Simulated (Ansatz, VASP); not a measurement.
**ZrB2: VASP beside Ansatz**

```
CELL_PARAMETERS angstrom
3.06990 0.00000 0.00000
-1.53495 2.65861 0.00000
0.00000 0.00000 3.37260
ATOMIC_POSITIONS crystal
Zr 0.00000 0.00000 0.00000
B 0.33333 0.66667 0.50000
B 0.66667 0.33333 0.50000
```

Alike in both runs: task single point; functional LDA; k mesh 15 × 15 × 12; occupations gaussian, width 0.15 eV; no spin polarisation.

|  | VASP | Ansatz |
| --- | --- | --- |
| version | VASP 6.6.1 | Ansatz 0.2.0 |
| potentials or method | VASP PAW LDA potentials, release 64 (Zr_sv, B), cutoff 520 eV | scalar-relativistic, plane waves, PAW |
| valence electrons in the cell | 18 | 18 |

```csv
,VASP,Ansatz,Ansatz less VASP
gap on the k mesh at the Fermi level (eV),none,none,-
pressure (GPa),23.0,22.3,-0.68
"traceless stress, the component that is largest in VASP (GPa)",2.83,2.77,-0.055
```

LDA's correlation is that of Perdew and Zunger in VASP and of Perdew and Wang (1992) in Ansatz. A gap of «none» marks a metal or a gap that the smearing closes.
